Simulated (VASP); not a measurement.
# Ag (I4/mmm) in VASP: a series of runs

Runs on Ag. Level: PBEsol. Tasks: single point.

Everything below comes from runs of VASP 6.6.1. Logs are shortened: lines on timing, memory, paths and dates and some standing lists are left out, and cuts for length are marked.

### 1 The cell of the first run

The structure is tetragonal, space group I4/mmm (No. 139). The conventional cell has a = 2.889 Å, b = 2.889 Å, c = 4.107 Å, α = 90.00°, β = 90.00°, γ = 90.00°. Within 3.8 Å of Ag (site symmetry 4/mmm) lie 12 Ag at 2.89 to 2.90 Å.

### 2 Single point, PBEsol (strain +0.0050 x Voigt [0, 1, 0, 0, 0, 0])

Contents of INCAR:

```
SYSTEM = Ag
ALGO     = Normal         ! electronic algorithm
EDIFF    = 1E-7           ! SCF threshold, eV
ENCUT    = 520            ! plane-wave cutoff, eV
GGA      = PS             ! functional
ISIF     = 2              ! what is computed and relaxed
ISMEAR   = 0              ! smearing method
LASPH    = .TRUE.         ! aspherical terms in the spheres
LCHARG   = .TRUE.         ! write CHGCAR
LELF     = .TRUE.         ! ELF
LREAL    = .FALSE.        ! projectors in reciprocal space
LVHAR    = .TRUE.       
LWAVE    = .FALSE.        ! write WAVECAR
NBANDS   = 12             ! bands
NELM     = 60             ! most SCF steps
PREC     = Accurate       ! precision mode
SIGMA    = 0.15           ! smearing width, eV
```

Contents of KPOINTS:

```
k-points
0
G
  20 20 20
  0 0 0
```

Contents of POSCAR:

```
Ag
1.0
    0.0000000000      2.0533155000      2.0431000000
    2.0431000000      0.0000000000      2.0431000000
    2.0431000000      2.0533155000      0.0000000000
Ag
1
Direct
    0.0000000000      0.0000000000      0.0000000000
```

Potentials or basis: VASP PAW PBE potentials, release 64 (Ag).

Launch:

```
$ cat potpaw_PBE.64/Ag/POTCAR > POTCAR
$ mpirun -np 1 vasp_std > vasp.out
```

OUTCAR:

```text
SYSTEM = Ag
   EDIFF = 1E-7
   ENCUT = 520
   GGA = PS
   ISIF = 2
   ISMEAR = 0
   LASPH = .TRUE.
   LREAL = .FALSE.
   NELM = 60
   PREC = Accurate

 ion  position               nearest neighbor table
   1  0.000  0.000  0.000-

  LATTYP: Found a body centered tetragonal cell.
 ALAT       =     2.8893797293
 C/A-ratio  =     1.4212846302

  Lattice vectors:

 A1 = (   0.0000000000,  -2.0533155000,   2.0431000000)
 A2 = (   0.0000000000,  -2.0533155000,  -2.0431000000)
 A3 = (   2.0431000000,   2.0533155000,   0.0000000000)

Analysis of symmetry for initial positions (statically):
=====================================================================
 Subroutine PRICEL returns:
 Original cell was already a primitive cell.

 Routine SETGRP: Setting up the symmetry group for a
 body centered tetragonal supercell.

 Subroutine GETGRP returns: Found 16 space group operations
 (whereof 16 operations were pure point group operations)
 out of a pool of 16 trial point group operations.

The static configuration has the point symmetry D_4h.

Analysis of symmetry for dynamics (positions and initial velocities):
=====================================================================
 Subroutine PRICEL returns:
 Original cell was already a primitive cell.

 Routine SETGRP: Setting up the symmetry group for a
 body centered tetragonal supercell.

 Subroutine GETGRP returns: Found 16 space group operations
 (whereof 16 operations were pure point group operations)
 out of a pool of 16 trial point group operations.

The dynamic configuration has the point symmetry D_4h.

 Subroutine INISYM returns: Found 16 space group operations
 (whereof 16 operations are pure point group operations),
 and found     1 'primitive' translations

----------------------------------------------------------------------------------------

                                     Primitive cell

  volume of cell :      17.1421

  direct lattice vectors                    reciprocal lattice vectors
     0.000000000  2.053315500  2.043100000    -0.244726151  0.243508608  0.244726151
     2.043100000  0.000000000  2.043100000     0.244726151 -0.243508608  0.244726151
     2.043100000  2.053315500  0.000000000     0.244726151  0.243508608 -0.244726151

  length of vectors
     2.896612185  2.889379729  2.896612185     0.423176347  0.423176347  0.423176347

  position of ions in fractional coordinates (direct lattice)
     0.000000000  0.000000000  0.000000000

  ion indices of the primitive-cell ions
   primitive index   ion index
                 1           1

----------------------------------------------------------------------------------------

 KPOINTS: k-points

Automatic generation of k-mesh.
 Grid dimensions read from file:
 generate k-points for:   20   20   20

 Generating k-lattice:

  Cartesian coordinates                     Fractional coordinates (reciprocal lattice)
    -0.012236308  0.012175430  0.012236308     0.050000000  0.000000000  0.000000000
     0.012236308 -0.012175430  0.012236308     0.000000000  0.050000000  0.000000000
     0.012236308  0.012175430 -0.012236308     0.000000000  0.000000000  0.050000000

  Length of vectors
     0.021158817  0.021158817  0.021158817

  Shift w.r.t. Gamma in fractional coordinates (k-lattice)
     0.000000000  0.000000000  0.000000000

 Subroutine IBZKPT returns following result:
 ===========================================

 Found    641 irreducible k-points:

 Following reciprocal coordinates:
            Coordinates               Weight
  0.000000  0.000000  0.000000      1.000000
  0.050000  0.000000  0.000000      8.000000
  0.100000  0.000000  0.000000      8.000000
  0.150000  0.000000  0.000000      8.000000
  0.200000  0.000000  0.000000      8.000000
  0.250000  0.000000  0.000000      8.000000
[... 16 lines left out ...]
 -0.400000  0.050000 -0.000000     16.000000
 -0.350000  0.050000 -0.000000     16.000000
 [... further k-points ...]
   k-points           NKPTS =    641   k-points in BZ     NKDIM =    641   number of bands    NBANDS=     12
   number of dos      NEDOS =    301   number of ions     NIONS =      1
   total plane-waves  NPLWV =  13824
   dimension x,y,z NGX =    24 NGY =   24 NGZ =   24
   dimension x,y,z NGXF=    48 NGYF=   48 NGZF=   48
   ions per type =               1
   NGX,Y,Z   is equivalent  to a cutoff of  13.77, 13.81, 13.77 a.u.
   NGXF,Y,Z  is equivalent  to a cutoff of  27.55, 27.62, 27.55 a.u.
 SYSTEM =  Ag
   PREC   = accura    normal or accurate (medium, high low for compatibility)
   ISTART =      0    job   : 0-new  1-cont  2-samecut
   ICHARG =      2    charge: 1-file 2-atom 10-const
   ISPIN  =      1    spin polarized calculation?
   LNONCOLLINEAR =      F non collinear calculations
   LSORBIT =      F    spin-orbit coupling
   LASPH  =      T    aspherical Exc in radial PAW
   ENCUT  =  520.0 eV  38.22 Ry    6.18 a.u.   5.39  5.37  5.39*2*pi/ulx,y,z
[... 19 lines left out ...]
   IMIX   =      4    mixing-type and parameters
     AMIX     =   0.40;   BMIX     =  1.00
     AMIX_MAG =   1.60;   BMIX_MAG =  1.00
  volume/ion in A,a.u.               =      17.14       115.68
  Fermi-wavevector in a.u.,A,eV,Ry     =   1.412052  2.668392 27.128539  1.993891
  Thomas-Fermi vector in A             =   2.533840
   LORBIT       =      0    0 simple, 1 ext, 2 COOP (PROOUT), +10 PAW based schemes
   GGA     = PS    functional components
   LHFCALC =     F    Hartree Fock is set to
   AEXX    =    0.0000 exact exchange contribution
   IVDW    =     0    specifies the selected vdW correction
   LEPSILON=     F    determine dielectric tensor
   LRPA    =     F    only Hartree local field effects (RPA)
 non-spin polarized calculation
 Gauss-broadening in eV      SIGMA  =   0.15
  energy-cutoff  :      520.00
  volume of cell :       17.14
 maximum number of plane-waves:       477
 NGX is ok and might be reduce to    24
   NGX = 11   NGY = 11   NGZ = 11

 number of electron      10.9999999 magnetization

 Free energy of the ion-electron system (eV)
  ---------------------------------------------------
  ext. energy  EPLUGINS =         0.00000000
  ---------------------------------------------------
  free energy    TOTEN  =        -3.30741393 eV

  energy without entropy =       -3.30512340  energy(sigma->0) =       -3.30626867

 E-fermi :   8.1385     XC(G=0): -12.3799

 val. band max:        8.1116101680   @ k =   0.3500   0.5000   0.1500
 cond. band min:       8.1641844217   @ k =   0.3000  -0.2000   0.2000
 fundamental gap:      0.0525742537
 Fermi energy:         8.1384698810

 k-point     1 :       0.0000    0.0000    0.0000
  band No.  band energies     occupation
      1       0.3665      2.00000
      2       3.3864      2.00000
      3       3.4177      2.00000
      4       3.4177      2.00000
      5       4.4277      2.00000
      6       4.4603      2.00000
      7      24.1311      0.00000
      8      27.6283      0.00000
      9      27.6933      0.00000
     10      27.6933      0.00000
     11      32.4779      0.00000
     12      33.5482      0.00000

 k-point     2 :       0.0500    0.0000    0.0000
  band No.  band energies     occupation
      1       0.4447      2.00000
      2       3.3829      2.00000
      3       3.4245      2.00000
      4       3.4396      2.00000
      5       4.4194      2.00000
      6       4.4513      2.00000
      7      24.1502      0.00000
      8      26.9686      0.00000
      9      27.6827      0.00000
     10      27.7248      0.00000
     11      32.6177      0.00000
     12      33.4852      0.00000

 k-point     3 :       0.1000    0.0000    0.0000
  band No.  band energies     occupation
      1       0.6727      2.00000
      2       3.3411      2.00000
      3       3.4789      2.00000
      4       3.4986      2.00000
      5       4.4016      2.00000
      6       4.4312      2.00000
      7      24.0237      0.00000
      8      25.6666      0.00000
      9      27.7624      0.00000
     10      27.8040      0.00000
     11      31.9132      0.00000
     12      33.1593      0.00000
[... 286 lines left out ...]
 k-point    23 :      -0.4000    0.0500   -0.0000
  band No.  band energies     occupation
      1       1.8870      2.00000
      2       3.4080      2.00000
      3       3.4499      2.00000
      4       4.9815      2.00000
      5       5.0657      2.00000
      6       6.7965      2.00000
      7      13.2725      0.00000
      8      23.4624      0.00000
      9      25.3687      0.00000
     10      26.4235      0.00000
     11      30.8871      0.00000
     12      31.2496      0.00000

 k-point    24 :      -0.3500    0.0500   -0.0000
  band No.  band energies     occupation
      1       1.9355      2.00000
      2       3.4643      2.00000
      3       3.5018      2.00000
      4       4.7417      2.00000
      5       4.8865      2.00000
      6       5.8406      2.00000
      7      14.9116      0.00000
      8      23.6959      0.00000
      9      25.6177      0.00000
     10      27.1737      0.00000
     11      30.7215      0.00000
     12      31.0587      0.00000

 [... further k-points ...]

------------------------ aborting loop because EDIFF is reached ----------------------------------------

  FORCE on cell =-STRESS in cart. coord.  units (eV):
  Direction    XX          YY          ZZ          XY          YZ          ZX
  --------------------------------------------------------------------------------------
  -------------------------------------------------------------------------------------
  Total       -0.3480457     -0.3689873     -0.3480457      0.0000000      0.0000000      0.0000000
  in kB      -32.5298385    -34.4871322    -32.5298385      0.0000000      0.0000000      0.0000000
  external PRESSURE =     -33.1822697 kB  Pullay stress =       0.0000000 kB

 VOLUME and BASIS-vectors are now :
 -----------------------------------------------------------------------------
  energy-cutoff  :      520.00
  volume of cell :       17.14
      direct lattice vectors                 reciprocal lattice vectors
     0.000000000  2.053315500  2.043100000    -0.244726151  0.243508608  0.244726151
     2.043100000  0.000000000  2.043100000     0.244726151 -0.243508608  0.244726151
     2.043100000  2.053315500  0.000000000     0.244726151  0.243508608 -0.244726151

 POSITION                                       TOTAL-FORCE (eV/Angst)
 -----------------------------------------------------------------------------------
      0.00000      0.00000      0.00000        -0.000000      0.000000      0.000000
 -----------------------------------------------------------------------------------
    total drift:                                0.000000      0.000000     -0.000000

  FREE ENERGIE OF THE ION-ELECTRON SYSTEM (eV)
  ---------------------------------------------------
  free  energy   TOTEN  =        -3.3074139309 eV

  energy  without entropy=       -3.3051234015  energy(sigma->0) =       -3.30626867
```

Run time: 62 s. Hardware: 1 thread of Intel Xeon 6975P-C (Granite Rapids), shared host; peak memory 0.24 GiB.

Results:

- Free energy: -3.3074 eV
- Pressure: -3.3 GPa
- Band gap on the k mesh: zero (an odd number of electrons rules out a gap without spin polarisation)

Stress tensor (GPa, compression positive):
```
-3.25  0.00  0.00
 0.00 -3.45  0.00
 0.00  0.00 -3.25
```

Caveat: the cell differs from its parent crystal (strain +0.0050 x Voigt [0, 1, 0, 0, 0, 0]); the cell stands under tension; the PAW data sets were made with another functional, which shifts forces and pressure a little.

### 3 Single point, PBEsol (strain +0.0100 x Voigt [0, 1, 0, 0, 0, 0])

Contents of INCAR:

```
SYSTEM = Ag
PREC = Accurate
ENCUT = 520
EDIFF = 1E-7
ISMEAR = 0
SIGMA = 0.15
LREAL = .FALSE.
LASPH = .TRUE.
NELM = 100
ALGO = Normal
ISIF = 2
LWAVE = .FALSE.
LCHARG = .FALSE.
GGA = PS
NBANDS = 12
```

Contents of KPOINTS:

```
Automatic mesh
0
G
  20 20 20
  0 0 0
```

Contents of POSCAR:

```
Ag
1.0
    0.0000000000      2.0635310000      2.0431000000
    2.0431000000      0.0000000000      2.0431000000
    2.0431000000      2.0635310000      0.0000000000
Ag
1
Direct
    0.0000000000      0.0000000000      0.0000000000
```

Potentials or basis: VASP PAW PBE potentials, release 64 (Ag).

Launch:

```
$ cat potpaw_PBE.64/Ag/POTCAR > POTCAR
$ mpirun -np 1 vasp_std > vasp.out
```

Run time: 49 s. Hardware: 1 thread of Intel Xeon 6975P-C (Granite Rapids), shared host; peak memory 0.24 GiB.

Results (log left out):

| Property | Result |
| --- | --- |
| Free energy | -3.3055 eV |
| Pressure | -3.8 GPa |
| Band gap on the k mesh | zero (an odd number of electrons rules out a gap without spin polarisation) |

Stress tensor (GPa, compression positive):
```
-3.67  0.00  0.00
 0.00 -4.06  0.00
 0.00  0.00 -3.67
```

Levels at points of the mesh, in eV from the Fermi level:
```csv
k point,band 3,band 4,band 5,band 6,band 7,band 8,band 9,band 10
"(0.00, 0.00, 0.00)",-4.69,-4.69,-3.72,-3.65,15.98,19.41,19.54,19.54
"(0.50, 0.00, 0.00)",-4.70,-2.91,-2.89,-0.41,3.55,15.21,17.62,17.84
"(0.50, 0.50, 0.00)",-2.93,-2.72,-2.67,1.63,6.74,10.50,10.52,17.00
"(0.50, 0.00, 0.50)",-2.93,-2.70,-2.70,1.46,6.49,10.69,10.69,17.17
```

Caveat: the cell differs from its parent crystal (strain +0.0100 x Voigt [0, 1, 0, 0, 0, 0]); the cell stands under tension; the PAW data sets were made with another functional, which shifts forces and pressure a little.

### 4 Single point, PBEsol (strain +0.0150 x Voigt [0, 1, 0, 0, 0, 0])

Contents of INCAR:

```
ALGO     = Normal         # electronic algorithm
EDIFF    = 1E-6           # SCF threshold, eV
ENCUT    = 520            # plane-wave cutoff, eV
GGA      = PS             # functional
ISIF     = 2              # what is computed and relaxed
ISMEAR   = 0              # smearing method
LASPH    = True           # aspherical terms in the spheres
LCHARG   = True           # write CHGCAR
LELF     = True           # ELF
LREAL    = False          # projectors in reciprocal space
LVHAR    = True         
LWAVE    = False          # write WAVECAR
NBANDS   = 12             # bands
NELM     = 100            # most SCF steps
PREC     = Accurate       # precision mode
SIGMA    = 0.15           # smearing width, eV
```

Contents of KPOINTS:

```
k-points
0
Gamma
  20 20 20
```

Contents of POSCAR:

```
Ag
1.0
    0.0000000000      2.0737465000      2.0431000000
    2.0431000000      0.0000000000      2.0431000000
    2.0431000000      2.0737465000      0.0000000000
Ag
1
Direct
    0.0000000000      0.0000000000      0.0000000000
```

Launch:

```
$ cat potpaw_PBE.64/Ag/POTCAR > POTCAR
$ mpirun -np 1 vasp_std > vasp.out
```

Run time: 46 s. Hardware: 1 thread of Intel Xeon 6975P-C (Granite Rapids), shared host; peak memory 0.24 GiB.

The run converged. Its results:

```yaml
Free_energy: -3.3032 eV
Pressure: -4.3 GPa
Band_gap_on_the_k_mesh: zero (an odd number of electrons rules out a gap without spin polarisation)
```

Stress tensor (GPa, compression positive):
```
-4.08  0.00  0.00
 0.00 -4.67  0.00
 0.00  0.00 -4.08
```

Levels at points of the mesh, in eV from the Fermi level:
```tsv
k point	band 3	band 4	band 5	band 6	band 7	band 8	band 9	band 10
(0.00, 0.00, 0.00)	-4.67	-4.67	-3.73	-3.63	15.97	19.33	19.51	19.51
(0.50, 0.00, 0.00)	-4.67	-2.92	-2.88	-0.40	3.52	15.18	17.52	17.85
(0.50, 0.50, 0.00)	-2.93	-2.73	-2.66	1.66	6.74	10.45	10.46	16.91
(0.50, 0.00, 0.50)	-2.93	-2.70	-2.70	1.41	6.37	10.72	10.72	17.16
```

Caveat: the cell differs from its parent crystal (strain +0.0150 x Voigt [0, 1, 0, 0, 0, 0]); the cell stands under tension; the PAW data sets were made with another functional, which shifts forces and pressure a little.

### 5 Single point, PBEsol (strain +0.0175 x Voigt [0, 1, 0, 0, 0, 0])

Contents of INCAR:

```
ALGO = Normal
EDIFF = 1E-6
ENCUT = 520
GGA = PS
ISIF = 2
ISMEAR = 0
LASPH = True
LCHARG = True
LELF = True
LREAL = False
LVHAR = True
LWAVE = False
NBANDS = 12
NELM = 60
PREC = Accurate
SIGMA = 0.15
```

KPOINTS is that of step 4.

Contents of POSCAR:

```
Ag
1.0
    0.0000000000      2.0788542500      2.0431000000
    2.0431000000      0.0000000000      2.0431000000
    2.0431000000      2.0788542500      0.0000000000
Ag
1
Direct
    0.0000000000      0.0000000000      0.0000000000
```

Launch:

```
$ cat potpaw_PBE.64/Ag/POTCAR > POTCAR
$ mpirun -np 1 vasp_std > vasp.out
```

It took 58 s on 1 thread of Intel Xeon 6975P-C (Granite Rapids), shared host; peak memory 0.24 GiB.

The run converged. Its results:

* Free energy: -3.3019 eV
* Pressure: -4.5 GPa
* Band gap on the k mesh: zero (an odd number of electrons rules out a gap without spin polarisation)

Stress tensor (GPa, compression positive):
```
-4.28  0.00  0.00
 0.00 -4.96  0.00
 0.00  0.00 -4.28
```

Levels at points of the mesh, in eV from the Fermi level:
```
           k point  band 2  band 3  band 4  band 5  band 6  band 7  band 8  band 9  band 10  band 11
(0.00, 0.00, 0.00)   -4.76   -4.65   -4.65   -3.73   -3.62   15.97   19.29   19.50    19.50    24.21
(0.50, 0.00, 0.00)   -4.76   -4.66   -2.92   -2.88   -0.39    3.50   15.17   17.47    17.85    22.39
(0.50, 0.50, 0.00)   -6.15   -2.93   -2.74   -2.65    1.67    6.74   10.42   10.44    16.87    16.91
(0.50, 0.00, 0.50)   -6.16   -2.92   -2.70   -2.70    1.38    6.32   10.74   10.74    17.16    17.21
```

Caveat: the cell differs from its parent crystal (strain +0.0175 x Voigt [0, 1, 0, 0, 0, 0]); the cell stands under tension; the PAW data sets were made with another functional, which shifts forces and pressure a little.

### 6 Single point, PBEsol (strain +0.0200 x Voigt [0, 1, 0, 0, 0, 0])

Contents of INCAR:

```
PREC = Accurate
ENCUT = 520
EDIFF = 1E-6
ISMEAR = 0
SIGMA = 0.15
LREAL = False
LASPH = True
NELM = 80
ALGO = Normal
ISIF = 2
LWAVE = False
LCHARG = False
GGA = PS
NBANDS = 12
```

Contents of KPOINTS:

```
Automatic mesh
0
Gamma
  20 20 20
```

Contents of POSCAR:

```
Ag
1.0
    0.0000000000      2.0839620000      2.0431000000
    2.0431000000      0.0000000000      2.0431000000
    2.0431000000      2.0839620000      0.0000000000
Ag
1
Direct
    0.0000000000      0.0000000000      0.0000000000
```

Potentials or basis: VASP PAW PBE potentials, release 64 (Ag).

Launch:

```
$ cat potpaw_PBE.64/Ag/POTCAR > POTCAR
$ mpirun -np 1 vasp_std > vasp.out
```

It took 44 s on 1 thread of Intel Xeon 6975P-C (Granite Rapids), shared host; peak memory 0.24 GiB.

The run converged. Its results:

| Property | Result |
| --- | --- |
| Free energy | -3.3006 eV |
| Pressure | -4.7 GPa |
| Band gap on the k mesh | zero (an odd number of electrons rules out a gap without spin polarisation) |

Stress tensor (GPa, compression positive):
```
-4.47  0.00  0.00
 0.00 -5.24  0.00
 0.00  0.00 -4.47
```

Levels at points of the mesh, in eV from the Fermi level:
```
           k point  band 4  band 5  band 6  band 7  band 8  band 9
(0.00, 0.00, 0.00)   -4.64   -3.74   -3.61   15.96   19.25   19.49
(0.50, 0.00, 0.00)   -2.92   -2.87   -0.38    3.49   15.16   17.43
(0.50, 0.50, 0.00)   -2.74   -2.65    1.69    6.74   10.39   10.41
(0.50, 0.00, 0.50)   -2.71   -2.71    1.36    6.26   10.75   10.75
```

Caveat: the cell differs from its parent crystal (strain +0.0200 x Voigt [0, 1, 0, 0, 0, 0]); the cell stands under tension; the PAW data sets were made with another functional, which shifts forces and pressure a little.

### 7 Summary

```tsv
cell	gap on the mesh (eV)	pressure (GPa)
a = 2.897, b = 2.889 Å, angles 60.1, 59.8, 60.1°, 1 atom	none	-3.3
a = 2.904, b = 2.889 Å, angles 60.2, 59.7, 60.2°, 1 atom	none	-3.8
a = 2.911, b = 2.889 Å, angles 60.2, 59.5, 60.2°, 1 atom	none	-4.3
a = 2.915, b = 2.889 Å, angles 60.3, 59.4, 60.3°, 1 atom	none	-4.5
a = 2.918, b = 2.889 Å, angles 60.3, 59.3, 60.3°, 1 atom	none	-4.7
```

Alike in all rows: task single point; level PBEsol; potentials or basis VASP PAW PBE potentials, release 64 (Ag); no spin polarisation; k mesh 20 × 20 × 20; cutoff (eV) 520; smearing gaussian 0.15 eV.

Caveats: the cell stands under tension; the PAW data sets were made with another functional, which shifts forces and pressure a little.

Total energies depend on the potentials used, so only differences within one code and one set of settings carry meaning.
